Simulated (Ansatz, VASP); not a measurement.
# One calculation of BN, two programs

INCAR

```
SYSTEM = BN
ALGO = Normal
EDIFF = 1E-6
ENCUT = 520
GGA = CA
ISIF = 2
ISMEAR = 0
LASPH = .TRUE.
LCHARG = .FALSE.
LREAL = .FALSE.
LWAVE = .FALSE.
NBANDS = 16
NELM = 80
PREC = Accurate
SIGMA = 0.05
```

The input KPOINTS:

```
k-points
0
G
  12 12 4
  0 0 0
```

File POSCAR:

```
BN
1.0
    2.5466574828      0.0000000000      0.0000000000
   -1.2733287414      2.2054700748      0.0000000000
    0.0000000000      0.0000000000      6.6474653281
B N
2 2
Direct
    0.3333333333      0.6666666667      0.2500000000
    0.6666666667      0.3333333333      0.7500000000
    0.3333333333      0.6666666667      0.7500000000
    0.6666666667      0.3333333333      0.2500000000
```

Input for Ansatz:

```yaml
crystal:
  lattice:
    - [2.5466574828, 0.0, 0.0]
    - [-1.2733287414, 2.2054700748, 0.0]
    - [0.0, 0.0, 6.6474653281]
  atoms:
    - { symbol: B, position: [0.3333333333, 0.6666666667, 0.25] }
    - { symbol: B, position: [0.6666666667, 0.3333333333, 0.75] }
    - { symbol: "N", position: [0.3333333333, 0.6666666667, 0.75] }
    - { symbol: "N", position: [0.6666666667, 0.3333333333, 0.25] }
basis:
  ecutwfc: 520.0
kpoints:
  mp_grid: { grid: [12, 12, 4] }
hamiltonian:
  xc: lda
  pseudopotentials: { kind: paw, azcp: { folder: soft_1 } }
scf:
  occupations: { method: gaussian, width: 0.05 }
output:
  forces: true
  stress: true
  eigenvalues: true
```

Alike in both runs: task single point; functional LDA; k mesh 12 × 12 × 4; occupations gaussian, width 0.05 eV; no spin polarisation.

|  | VASP | Ansatz |
| --- | --- | --- |
| version | VASP 6.6.1 | Ansatz 0.2.0 |
| potentials or method | VASP PAW LDA potentials, release 64 (B, N), cutoff 520 eV | scalar-relativistic, plane waves, PAW |
| valence electrons in the cell | 16 | 16 |

VASP gave:

```
gap on the k mesh at the Fermi level (eV)                     : 3.99
least direct gap on the mesh (eV)                             : 4.37
pressure (GPa)                                                : -15.2
traceless stress, the component that is largest in VASP (GPa) : 14.41
```

Q: Which values does Ansatz return?

A: gap on the k mesh at the Fermi level (eV): 4.00; least direct gap on the mesh (eV): 4.38; pressure (GPa): -15.8; traceless stress, the component that is largest in VASP (GPa): 15.12.

Ansatz warns that its potentials were made for another functional, while VASP's fit it. LDA's correlation is that of Perdew and Zunger in VASP and of Perdew and Wang (1992) in Ansatz.
